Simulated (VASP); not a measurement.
ZrN: single point with PBE

Crystal: ZrN.

```
Zr N
1.0
     0.00000    2.34256    2.34256
     2.34256    0.00000    2.34256
     2.34256    2.34256    0.00000
Zr N
1 1
Direct
  0.00000 0.00000 0.00000
  0.50000 0.50000 0.50000
```

```yaml
Program: VASP 6.6.1
Task: single point
Functional: PBE
Potentials_or_basis: VASP PAW PBE potentials, release 64 (Zr_sv, N)
Cutoff: 600 eV
k_mesh: 18 × 18 × 18
Occupations: gaussian, width 0.15 eV
Spin: collinear spin
Starting_moments: "[0.8, 0.0] μB"
Fixed_moment: 0.8 μB
Dipole_correction: no
Further_INCAR_settings: ALGO = Normal; EDIFF = 1e-06; NBANDS = 20
```

```
Pressure                                              : -9.1 GPa
Net moment                                            : 0.80 μB per cell
Site moments                                          : Zr +0.46; N +0.07 μB
Valence electrons inside the program's atomic spheres : Zr 9.77; N 3.66
```

Wall time 5.3 min on 1 thread of Oxide Virtual Turin-like Processor, with other jobs on the host, peak memory 0.28 GiB.

Caveat: the cell stands under tension; the total moment is fixed, so each spin has its own Fermi level and the state may be an excited one.
